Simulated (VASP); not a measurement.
Wanted: the native input for a VASP 6.6.1 run.

- Task: single point
- Functional: BLYP
- Potentials or basis: VASP PAW PBE potentials, release 64 (V_sv)
- Cutoff: 520 eV
- k mesh: 22 × 22 × 11
- Occupations: fermi-dirac, width 0.1 eV
- Spin: no spin polarisation
- Dipole correction: no
- Further INCAR settings: ALGO = Normal; EDIFF = 1e-07; NBANDS = 20

The structure of V lies in POSCAR:

```
V
1.0
    2.6244394618      0.0000000000      0.0000000000
   -1.3122197309      2.2728312446      0.0000000000
    0.0000000000      0.0000000000      4.7901729279
V
2
Direct
    0.3333333333      0.6666666667      0.2500000000
    0.6666666667      0.3333333333      0.7500000000
```

This isn't the form of V at room conditions, which is bcc.

These files were run (other wordings do the same):

INCAR

```
PREC = Accurate ; ENCUT = 520
EDIFF = 1E-7 ; ISMEAR = -1
SIGMA = 0.1 ; LREAL = F
LASPH = T ; NELM = 100
ALGO = Normal ; ISIF = 2
LWAVE = F ; LCHARG = F
GGA = B5 ; ALDAX = 1.0
AGGAX = 1.0 ; AGGAC = 1.0
ALDAC = 0.0 ; NBANDS = 20
```

KPOINTS

```
regular mesh
0
Gamma
  22 22 11
```

Potentials or basis: VASP PAW PBE potentials, release 64 (V_sv).

The run is started by

```console
$ cat potpaw_PBE.64/V_sv/POTCAR > POTCAR
$ mpirun -np 1 vasp_std > vasp.out
```

Results of the run:

```json
{"Pressure": "0.3 GPa", "Band gap on the k mesh": "zero (bands 13 and 14 overlap by 1.90 eV)"}
```

Caveat: the PAW data sets were made with another functional, which shifts forces and pressure a little.

Wall time 2.3 min on 1 thread of Intel Xeon 8259CL (shared host), peak memory 0.25 GiB.
